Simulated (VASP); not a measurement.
Wanted: the native input for a VASP 6.6.1 run.

* Task: single point
* Functional: LDA
* Potentials or basis: VASP PAW LDA potentials, release 64 (Ir)
* Cutoff: 500 eV
* k mesh: 18 × 18 × 10
* Occupations: gaussian, width 0.15 eV
* Spin: no spin polarisation
* Dipole correction: no
* Further INCAR settings: ALGO = Normal; EDIFF = 1e-06; NBANDS = 16

The structure of Ir lies in POSCAR:

```
Ir
1.0
    2.5790000000      0.0000000000      0.0000000000
   -1.2895000000      2.2334795163      0.0000000000
    0.0000000000      0.0000000000      4.5325000000
Ir
2
Direct
    0.6666666667      0.3333333333      0.7500000000
    0.3333333333      0.6666666667      0.2500000000
```

These files were run (other wordings do the same):

INCAR

```
PREC = Accurate
ENCUT = 500
EDIFF = 1E-6
ISMEAR = 0
SIGMA = 0.15
LREAL = False
LASPH = True
NELM = 120
ALGO = Normal
ISIF = 2
LWAVE = False
LCHARG = False
NBANDS = 16
GGA_COMPAT = False
```

KPOINTS

```
Automatic mesh
0
Gamma
  18 18 10
```

Potentials or basis: VASP PAW LDA potentials, release 64 (Ir).

Command:

```bash
$ cat potpaw_LDA.64/Ir/POTCAR > POTCAR
$ mpirun -np 1 vasp_std > vasp.out
```

It gave:

The pressure is 36.2 GPa. The band gap on the k mesh is zero (band 9 reaches 13.56 eV, above the bottom of band 10 at 9.32 eV).

Caveat: spin-orbit coupling is left out, which moves the levels of the heavy elements.

Run time: 34 s on 1 thread of Intel(R) Xeon(R) 6975P-C (Granite Rapids) (shared host), peak memory 0.19 GiB.
